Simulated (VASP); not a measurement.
# Al4N5 in VASP: further runs

The runs below take Al4N5 through single point, with PBE.

Everything below comes from runs of VASP 6.6.1. Logs are shortened: lines on timing, memory, paths and dates and some standing lists are left out, and cuts for length are marked.

### Step 1. The cell of the first run

The cell holds a slab with vacuum, 9 atoms: a = 3.130 Å, b = 5.017 Å, c = 19.062 Å, α = 90.00°, β = 90.00°, γ = 90.00°.

### Step 2. Single point, PBE, collinear spin

INCAR

```
SYSTEM = Al4N5
PREC     = Accurate       ! precision mode
ENCUT    = 520            ! plane-wave cutoff, eV
EDIFF    = 1E-6           ! SCF threshold, eV
ISMEAR   = 0              ! smearing method
SIGMA    = 0.05           ! smearing width, eV
LREAL    = .False.        ! projectors in reciprocal space
LASPH    = .True.         ! aspherical terms in the spheres
NELM     = 200            ! most SCF steps
ALGO     = Normal         ! electronic algorithm
ISIF     = 2              ! what is computed and relaxed
LWAVE    = .False.        ! write WAVECAR
LCHARG   = .False.        ! write CHGCAR
ISPIN    = 2              ! spin polarisation
MAGMOM   = 0 0 0 0 0 0 0 0 3 ! initial moments
LORBIT   = 11             ! projections on sites
LDIPOL   = .True.       
IDIPOL   = 3            
DIPOL    = 0.5 0.5 0.320
GGA      = PE             ! functional
NBANDS   = 32             ! bands
GGA_COMPAT= .False.      
NELMDL   = -8
```

KPOINTS

```
Automatic mesh
0
Gamma
  9 6 1
  0 0 0
```

POSCAR

```
Al4N5
1.0
    3.1297683445      0.0000000000      0.0000000000
    0.0000000000      5.0173032419      0.0000000000
    0.0000000000      0.0000000000     19.0620320396
Al N
4 5
Direct
    0.0000000000      0.9982714950      0.2098412169
    0.5000000000      0.4982714950      0.2572383830
    0.5000000000      0.9915197257      0.3577010219
    0.0000000000      0.4624332462      0.3868097530
    0.0000000000      0.6167285050      0.2098412169
    0.5000000000      0.1167285050      0.2572383830
    0.5000000000      0.6143669392      0.3564124135
    0.0000000000      0.1112303975      0.3967065014
    0.5000000000      0.1112303975      0.4498926591
```

Potentials or basis: VASP PAW PBE potentials, release 64 (Al, N).

Launch:

```
$ cat potpaw_PBE.64/Al/POTCAR potpaw_PBE.64/N/POTCAR > POTCAR
$ mpirun -np 1 vasp_std > vasp.out
```

OUTCAR:

```text
SYSTEM = Al4N5
   PREC = Accurate
   ENCUT = 520
   EDIFF = 1E-6
   ISMEAR = 0
   LREAL = .False.
   LASPH = .True.
   NELM = 200
   ISIF = 2
   ISPIN = 2
   LORBIT = 11
   GGA = PE
   NELMDL = -8

 ion  position               nearest neighbor table
   1  0.000  0.998  0.210-   6 1.90   6 1.90   5 1.91   2 3.09   2 3.09   2 3.09   2 3.09   3 3.22
                             3 3.22
   2  0.500  0.498  0.257-   5 1.90   5 1.90   6 1.91   7 1.98   4 2.93   4 2.93   1 3.09   1 3.09
                             1 3.09   1 3.09   3 3.13   3 3.18
   3  0.500  0.992  0.358-   8 1.83   8 1.83   9 1.86   7 1.89   6 2.02   4 2.89   4 2.89   2 3.13
                             4 3.13   4 3.13   2 3.18   1 3.22   1 3.22
   4  0.000  0.462  0.387-   8 1.77   7 1.83   7 1.83   3 2.89   3 2.89   2 2.93   2 2.93   3 3.13
                             3 3.13
   5  0.000  0.617  0.210-   2 1.90   2 1.90   1 1.91
   6  0.500  0.117  0.257-   1 1.90   1 1.90   2 1.91   3 2.02
   7  0.500  0.614  0.356-   4 1.83   4 1.83   3 1.89   2 1.98
   8  0.000  0.111  0.397-   4 1.77   3 1.83   3 1.83
   9  0.500  0.111  0.450-   3 1.86

  LATTYP: Found a simple orthorhombic cell.
 ALAT       =     3.1297683445
 B/A-ratio  =     1.6030909287
 C/A-ratio  =     6.0905568532

  Lattice vectors:

 A1 = (   3.1297683445,   0.0000000000,   0.0000000000)
 A2 = (   0.0000000000,   5.0173032419,   0.0000000000)
 A3 = (   0.0000000000,   0.0000000000,  19.0620320396)

Analysis of symmetry for initial positions (statically):
=====================================================================
 Subroutine PRICEL returns:
 Original cell was already a primitive cell.

 Routine SETGRP: Setting up the symmetry group for a
 simple orthorhombic supercell.

 Subroutine GETGRP returns: Found  2 space group operations
 (whereof  2 operations were pure point group operations)
 out of a pool of  8 trial point group operations.

The static configuration has the point symmetry C_1h.

Analysis of symmetry for dynamics (positions and initial velocities):
=====================================================================
 Subroutine PRICEL returns:
 Original cell was already a primitive cell.

 Routine SETGRP: Setting up the symmetry group for a
 simple orthorhombic supercell.

 Subroutine GETGRP returns: Found  2 space group operations
 (whereof  2 operations were pure point group operations)
 out of a pool of  8 trial point group operations.

The dynamic configuration has the point symmetry C_1h.

Analysis of structural, dynamic, and magnetic symmetry:
=====================================================================
 Subroutine PRICEL returns:
 Original cell was already a primitive cell.

 Routine SETGRP: Setting up the symmetry group for a
 simple orthorhombic supercell.

 Subroutine GETGRP returns: Found  2 space group operations
 (whereof  2 operations were pure point group operations)
 out of a pool of  8 trial point group operations.

The overall configuration has the point symmetry C_1h.

 Subroutine INISYM returns: Found  2 space group operations
 (whereof  2 operations are pure point group operations),
 and found     1 'primitive' translations

----------------------------------------------------------------------------------------

                                     Primitive cell

  volume of cell :     299.3310

  direct lattice vectors                    reciprocal lattice vectors
     3.129768344  0.000000000  0.000000000     0.319512465  0.000000000  0.000000000
     0.000000000  5.017303242  0.000000000     0.000000000  0.199310257  0.000000000
     0.000000000  0.000000000 19.062032040     0.000000000  0.000000000  0.052460304

  length of vectors
     3.129768344  5.017303242 19.062032040     0.319512465  0.199310257  0.052460304

  position of ions in fractional coordinates (direct lattice)
     0.000000000  0.998271495  0.209841217
     0.500000000  0.498271495  0.257238383
     0.500000000  0.991519726  0.357701022
     0.000000000  0.462433246  0.386809753
     0.000000000  0.616728505  0.209841217
[... 77 lines left out ...]
   ISPIN  =      2    spin polarized calculation?
   LNONCOLLINEAR =      F non collinear calculations
   LSORBIT =      F    spin-orbit coupling
   LASPH  =      T    aspherical Exc in radial PAW
   ENCUT  =  520.0 eV  38.22 Ry    6.18 a.u.   5.82  9.33 35.44*2*pi/ulx,y,z
   NELM   =    200;   NELMIN=  2; NELMDL= -8     # of ELM steps
   EDIFF  = 0.1E-05   stopping-criterion for ELM
   LREAL  =      F    real-space projection
   EDIFFG = 0.1E-04   stopping-criterion for IOM
   NSW    =      0    number of steps for IOM
   IBRION =     -1    ionic relax: 0-MD 1-quasi-New 2-CG
   NFREE  =      0    steps in history (QN), initial steepest desc. (CG)
   ISIF   =      2    stress and relaxation
   ISYM   =      2    0-nonsym 1-usesym 2-fastsym
   POTIM  = 0.5000    time-step for ionic-motion
   TEBEG  =    0.0;   TEEND  =   0.0 temperature during run
   PSTRESS=    0.0 pullay stress
   NELECT =      37.0000    total number of electrons
   NUPDOWN=      -1.0000    fix difference up-down
   EMIN   =  10.00;   EMAX   =-10.00  energy-range for DOS
   EFERMI =   0.00;   METHOD = LEGACY
   ISMEAR =     0;   SIGMA  =   0.05  broadening in eV -4-tet -1-fermi 0-gaus
   EFERMI_NEDOS =   21; number of points for ismear=-14 and -15
   IALGO  =     38    algorithm
   IMIX   =      4    mixing-type and parameters
     AMIX     =   0.40;   BMIX     =  1.00
     AMIX_MAG =   1.60;   BMIX_MAG =  1.00
  volume/ion in A,a.u.               =      33.26       224.44
  Fermi-wavevector in a.u.,A,eV,Ry     =   0.815502  1.541075  9.048458  0.665043
  Thomas-Fermi vector in A             =   1.925601
   LORBIT       =     11    0 simple, 1 ext, 2 COOP (PROOUT), +10 PAW based schemes
   GGA     = PE    functional components
   LHFCALC =     F    Hartree Fock is set to
   AEXX    =    0.0000 exact exchange contribution
   IVDW    =     0    specifies the selected vdW correction
   LEPSILON=     F    determine dielectric tensor
   LRPA    =     F    only Hartree local field effects (RPA)
 spin polarized calculation
 Gauss-broadening in eV      SIGMA  =   0.05
  energy-cutoff  :      520.00
  volume of cell :      299.33
 maximum number of plane-waves:      8106
 NGX is ok and might be reduce to    24
   NGX = 11   NGY = 19   NGZ = 71

 dipolmoment           0.000000      0.000000     -0.028908 electrons x Angstroem

 number of electron      37.0000001 magnetization       0.2143202

 dipolmoment           0.000000      0.000000      0.171243 electrons x Angstroem

 Free energy of the ion-electron system (eV)
  ---------------------------------------------------
  ext. energy  EPLUGINS =         0.00000000
  ---------------------------------------------------
  free energy    TOTEN  =       -57.97365385 eV

  energy without entropy =      -57.97146649  energy(sigma->0) =      -57.97256017

 E-fermi :  -0.5956     XC(G=0):  -4.2525

 val. band max:       -0.5978222840   @ k =   0.1111   0.0000   0.0000
 cond. band min:      -0.5649793789   @ k =   0.2222   0.0000   0.0000
 fundamental gap:      0.0328429051
 Fermi energy:        -0.5955853251

 spin component 1

 k-point     1 :       0.0000    0.0000    0.0000
  band No.  band energies     occupation
      1     -19.1147      1.00000
      2     -17.0812      1.00000
      3     -16.3559      1.00000
      4     -14.5338      1.00000
      5     -12.1269      1.00000
      6      -8.7251      1.00000
[... 649 lines left out ...]
     29       6.6357      0.00000
     30       6.9277      0.00000
 Fermi energy:        -0.5955853251

 spin component 2

 k-point     1 :       0.0000    0.0000    0.0000
  band No.  band energies     occupation
      1     -19.0008      1.00000
      2     -17.0610      1.00000
      3     -16.3513      1.00000
      4     -14.5331      1.00000
      5     -11.9910      1.00000
      6      -8.7096      1.00000
[... 649 lines left out ...]
     29       6.6469      0.00000
     30       6.9382      0.00000
 [bands above 30 left out]

------------------------ aborting loop because EDIFF is reached ----------------------------------------

 vacuum level on the upper side and lower side of the slab       (xc-potential included)         0.779        -1.147

  FORCE on cell =-STRESS in cart. coord.  units (eV):
  Direction    XX          YY          ZZ          XY          YZ          ZX
  --------------------------------------------------------------------------------------
  -------------------------------------------------------------------------------------
  Total        6.2340139      1.1130738     -2.1807414      0.0000000      2.8964742      0.0000000
  in kB       33.3677259      5.9577574    -11.6724765      0.0000000     15.5034553      0.0000000
  external PRESSURE =       9.2176689 kB  Pullay stress =       0.0000000 kB

 VOLUME and BASIS-vectors are now :
 -----------------------------------------------------------------------------
  energy-cutoff  :      520.00
  volume of cell :      299.33
      direct lattice vectors                 reciprocal lattice vectors
     3.129768344  0.000000000  0.000000000     0.319512465  0.000000000  0.000000000
     0.000000000  5.017303242  0.000000000     0.000000000  0.199310257  0.000000000
     0.000000000  0.000000000 19.062032040     0.000000000  0.000000000  0.052460304

 POSITION                                       TOTAL-FORCE (eV/Angst)
 -----------------------------------------------------------------------------------
      0.00000      5.00863      4.00000         0.000000     -1.680796      1.870195
      1.56488      2.49998      4.90349         0.000000      1.030314     -1.968157
      1.56488      4.97476      6.81851         0.000000     -2.493312     -1.864411
      0.00000      2.32017      7.37338         0.000000      1.068577      1.462747
      0.00000      3.09431      4.00000         0.000000      0.645520      0.838696
      1.56488      0.58566      4.90349         0.000000      0.196197     -0.236563
      1.56488      3.08247      6.79394         0.000000     -0.043544     -0.663886
      0.00000      0.55808      7.56203         0.000000      0.503047      0.522752
      1.56488      0.55808      8.57587         0.000000      0.773999      0.038626
 -----------------------------------------------------------------------------------
    total drift:                                0.000000     -0.000186     -0.000047

  FREE ENERGIE OF THE ION-ELECTRON SYSTEM (eV)
  ---------------------------------------------------
  free  energy   TOTEN  =       -57.9736538521 eV

  energy  without entropy=      -57.9714664881  energy(sigma->0) =      -57.97256017

 vacuum level on the upper side and lower side of the slab         4.753         2.768

 total charge

# of ion       s       p       d       tot
------------------------------------------
    1        0.386   0.364   0.000   0.750
    2        0.368   0.421   0.000   0.789
    3        0.368   0.462   0.000   0.830
    4        0.390   0.432   0.000   0.822
    5        1.236   2.480   0.000   3.716
    6        1.234   2.570   0.000   3.804
    7        1.229   2.635   0.000   3.864
    8        1.279   2.516   0.000   3.795
    9        1.376   2.089   0.000   3.466
--------------------------------------------------
tot          7.865  13.971   0.000  21.836

 magnetization (x)

# of ion       s       p       d       tot
------------------------------------------
    1        0.001   0.001   0.000   0.002
    2        0.000  -0.000   0.000   0.000
    3       -0.001   0.006   0.000   0.005
    4        0.000  -0.000   0.000  -0.000
    5        0.000  -0.001   0.000  -0.000
    6        0.000   0.001   0.000   0.001
    7        0.000  -0.001   0.000  -0.001
    8        0.010   0.042   0.000   0.052
    9        0.005   0.088   0.000   0.093
--------------------------------------------------
tot          0.016   0.136   0.000   0.152
```

Run time: 12 min. Hardware: 1 thread of Intel Xeon Platinum 8259CL at 2.50GHz (Skylake/Cascade Lake), shared host; peak memory 0.62 GiB.

What came out:

```
Free energy                                           : -57.9737 eV
Largest force                                         : 3.113 eV/Å
Net moment                                            : 0.21 μB per cell
Site moments                                          : Al +0.00, +0.01, -0.00 (each value once); N -0.00, +0.00, +0.05, +0.09 (each value once) μB
Valence electrons inside the program's atomic spheres : Al 0.75, 0.79, 0.83, 0.82; N 3.72, 3.80, 3.86, 3.79, 3.47
```

Forces on the atoms (eV/Å):
```
Al   0.000 -1.681  1.870
Al   0.000  1.030 -1.968
Al   0.000 -2.493 -1.864
Al   0.000  1.069  1.463
N    0.000  0.646  0.839
N    0.000  0.196 -0.237
N    0.000 -0.044 -0.664
N    0.000  0.503  0.523
N    0.000  0.774  0.039
```

Levels at points of the mesh, in eV from the Fermi level:
Spin up:
```tsv
k point	band 16	band 17	band 18	band 19	band 20	band 21	band 22	band 23
(0.00, 0.00, 0.00)	-2.21	-1.83	-1.75	-0.52	-0.14	1.85	1.90	3.28
(0.00, 0.50, 0.00)	-2.18	-2.02	-1.95	-0.65	0.21	1.86	2.59	3.56
```
Spin down:
| k point | band 16 | band 17 | band 18 | band 19 | band 20 | band 21 |
| --- | --- | --- | --- | --- | --- | --- |
| (0.00, 0.00, 0.00) | -2.01 | -1.76 | -1.75 | -0.42 | -0.11 | 1.87 |
| (0.00, 0.50, 0.00) | -2.16 | -1.95 | -1.77 | -0.55 | 0.25 | 1.96 |

### Step 3. Single point, PBE, collinear spin

INCAR

```
SYSTEM = Al4N5
PREC = Accurate ; ENCUT = 520
EDIFF = 1E-6 ; ISMEAR = 0
SIGMA = 0.05 ; LREAL = .FALSE.
LASPH = .TRUE. ; NELM = 200
ALGO = Normal ; ISIF = 2
LWAVE = .FALSE. ; LCHARG = .FALSE.
ISPIN = 2 ; MAGMOM = 0 0 0 0 0 0 0 0 3
LORBIT = 11 ; LDIPOL = .TRUE.
IDIPOL = 3 ; DIPOL = 0.5 0.5 0.324
GGA = PE ; NBANDS = 32
GGA_COMPAT = .FALSE. ; NELMDL = -8
```

KPOINTS

```
Automatic mesh
0
G
  9 6 1
  0 0 0
```

POSCAR, as its differences from that of step 2:

```diff
@@ -16,2 +16,2 @@
     0.0000000000      0.1112303975      0.3967065014
-    0.5000000000      0.1112303975      0.4498926591
+    0.5000000000      0.4445637309      0.4829355600
```

Potentials or basis: VASP PAW PBE potentials, release 64 (Al, N).

Launch:

```
$ cat potpaw_PBE.64/Al/POTCAR potpaw_PBE.64/N/POTCAR > POTCAR
$ mpirun -np 1 vasp_std > vasp.out
```

It took 8.1 min on 1 thread of Intel Xeon Platinum 8559C (Emerald Rapids), shared host; peak memory 0.62 GiB.

Results (log left out):

| Item | Value |
| --- | --- |
| Free energy | -58.4939 eV |
| Largest force | 2.793 eV/Å |
| Band gap on the k mesh | 0.35 eV |
| Net moment | 3.00 μB per cell |
| Site moments | Al +0.00, +0.01, -0.01 (each value once); N +0.02, +0.01, +0.10, +0.21, +1.68 μB |
| Valence electrons inside the program's atomic spheres | Al 0.75, 0.79, 0.81, 0.83; N 3.72, 3.80, 3.86, 3.81, 3.33 |

Forces in eV/Å, atoms in the order of the input:
```
Al   0.000 -1.662  2.245
Al   0.000  0.901 -1.783
Al   0.000 -0.398  0.148
Al   0.000  0.588  1.863
N    0.000  0.721  0.687
N    0.000  0.146 -1.011
N    0.000  0.210 -1.346
N    0.000 -0.548 -0.812
N    0.000  0.042  0.009
```

Levels at points of the mesh, in eV from the valence-band top:
Spin up:
| k point | band 16 | band 17 | band 18 | band 19 | band 20 | band 21 | band 22 | band 23 | band 24 | band 25 |
| --- | --- | --- | --- | --- | --- | --- | --- | --- | --- | --- |
| (0.00, 0.00, 0.00) | -0.86 | -0.85 | -0.73 | -0.06 | -0.06 | 1.61 | 4.50 | 4.90 | 5.80 | 6.12 |
| (0.00, 0.50, 0.00) | -1.40 | -0.86 | -0.36 | -0.29 | -0.28 | 1.87 | 5.13 | 5.57 | 5.97 | 6.15 |
Spin down:
| k point | band 14 | band 15 | band 16 | band 17 | band 18 | band 19 | band 20 | band 21 |
| --- | --- | --- | --- | --- | --- | --- | --- | --- |
| (0.00, 0.00, 0.00) | -0.83 | -0.62 | -0.09 | -0.03 | 1.18 | 1.86 | 2.04 | 2.22 |
| (0.00, 0.50, 0.00) | -1.00 | -0.65 | -0.50 | -0.26 | 1.54 | 1.76 | 2.21 | 2.22 |

Caveat: semilocal functionals underestimate gaps, and a narrow one can read as zero.

### Step 4. Single point, PBE, collinear spin

INCAR

```
PREC = Accurate ; ENCUT = 520
EDIFF = 1E-6 ; ISMEAR = 0
SIGMA = 0.05 ; LREAL = F
LASPH = T ; NELM = 200
ALGO = Normal ; ISIF = 2
LWAVE = F ; LCHARG = F
ISPIN = 2 ; MAGMOM = 0 0 0 0 0 0 0 0 3
LORBIT = 11 ; LDIPOL = T
IDIPOL = 3 ; DIPOL = 0.5 0.5 0.325
GGA = PE ; NBANDS = 32
GGA_COMPAT = F ; NELMDL = -8
```

KPOINTS

```
Automatic mesh
0
Gamma
  9 6 1
```

POSCAR, as its differences from that of step 3:

```diff
@@ -16,2 +16,2 @@
     0.0000000000      0.1112303975      0.3967065014
-    0.5000000000      0.4445637309      0.4829355600
+    0.0000000000      0.4445637309      0.4975028760
```

Launch:

```
$ cat potpaw_PBE.64/Al/POTCAR potpaw_PBE.64/N/POTCAR > POTCAR
$ mpirun -np 1 vasp_std > vasp.out
```

Run time: 8.4 min. Hardware: 1 thread of Oxide Virtual Turin-like, shared host; peak memory 0.58 GiB.

The run converged. Its results:

```yaml
Free_energy: -58.6013 eV
Largest_force: 2.805 eV/Å
Band_gap_on_the_k_mesh: 0.34 eV (least direct gap 0.38 eV)
Net_moment: 3.00 μB per cell
Site_moments: Al +0.00, +0.01, -0.00 (each value once); N +0.03, +0.01, +0.06, +0.20, +1.70 μB
Valence_electrons_inside_the_program's_atomic_spheres: Al 0.75, 0.79, 0.81, 0.85; N 3.72, 3.80, 3.87, 3.81, 3.34
```

Forces in eV/Å, atoms in the order of the input:
```
Al   0.000 -1.638  2.277
Al   0.000  0.872 -1.708
Al   0.000 -0.347  0.146
Al   0.000  0.635  1.262
N    0.000  0.728  0.675
N    0.000  0.135 -1.083
N    0.000 -0.013 -0.715
N    0.000 -0.696 -0.858
N    0.000  0.323  0.004
```

Levels at points of the mesh, in eV from the valence-band top:
Spin up:
```csv
k point,band 17,band 18,band 19,band 20,band 21,band 22,band 23,band 24
"(0.00, 0.00, 0.00)",-0.79,-0.54,-0.09,-0.08,1.61,4.65,4.95,5.79
"(0.00, 0.50, 0.00)",-1.00,-0.46,-0.31,-0.21,1.86,5.22,5.57,5.95
```
Spin down:
```tsv
k point	band 13	band 14	band 15	band 16	band 17	band 18	band 19	band 20	band 21	band 22
(0.00, 0.00, 0.00)	-0.90	-0.78	-0.63	-0.11	-0.04	0.34	1.61	2.00	2.77	4.76
(0.00, 0.50, 0.00)	-1.77	-0.94	-0.79	-0.48	-0.28	0.47	1.69	2.14	2.77	5.28
```

Caveat: semilocal functionals underestimate gaps, and a narrow one can read as zero.

### Step 5. The runs side by side

| cell | gap on the mesh (eV) | moment (μB) | largest force (eV/Å) |
| --- | --- | --- | --- |
| as given, atomic positions A | none | 0.21 | 3.11 |
| as given, atomic positions B | 0.35 | 3.00 | 2.79 |
| as given, atomic positions C | 0.34 | 3.00 | 2.81 |

Alike in all rows: task single point; level PBE; potentials or basis VASP PAW PBE potentials, release 64 (Al, N); spin collinear; k mesh 9 × 6 × 1; cutoff (eV) 520; smearing gaussian 0.05 eV.

Caveats: semilocal functionals underestimate gaps, and a narrow one can read as zero (at least some runs).

Absolute energies hang on the potentials; compare differences alone.

The gap in the log of VASP goes by the Fermi energy; the results here count the filled bands.